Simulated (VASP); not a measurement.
Input of a VASP 6.6.1 run:

The input INCAR:

```
SYSTEM = InSb
PREC     = Accurate       ! precision mode
ENCUT    = 520            ! plane-wave cutoff, eV
EDIFF    = 1E-6           ! SCF threshold, eV
ISMEAR   = -1             ! smearing method
SIGMA    = 0.03           ! smearing width, eV
LREAL    = .False.        ! projectors in reciprocal space
LASPH    = .True.         ! aspherical terms in the spheres
NELM     = 100            ! most SCF steps
ALGO     = Normal         ! electronic algorithm
ISIF     = 2              ! what is computed and relaxed
LWAVE    = .False.        ! write WAVECAR
LCHARG   = .False.        ! write CHGCAR
NBANDS   = 16             ! bands
```

Contents of KPOINTS:

```
Automatic mesh
0
Gamma
  10 10 10
  0 0 0
```

POSCAR

```
InSb
1.0
    0.0000000000      3.2605516185      3.2605516185
    3.2605516185      0.0000000000      3.2605516185
    3.2605516185      3.2605516185      0.0000000000
In Sb
1 1
Direct
    0.0000000000      0.0000000000      0.0000000000
    0.7500000000      0.7500000000      0.7500000000
```

Potentials or basis: VASP PAW LDA potentials, release 64 (In_d, Sb).

Command:

```sh
$ cat potpaw_LDA.64/In_d/POTCAR potpaw_LDA.64/Sb/POTCAR > POTCAR
$ mpirun -np 1 vasp_std > vasp.out
```

Q: Estimate the band gap on the k mesh.

A: Zero (filled and empty bands touch).

Q: Estimate the pressure.

A: -1.3 GPa.

Caveat: spin-orbit coupling is left out, which moves the levels of the heavy elements.
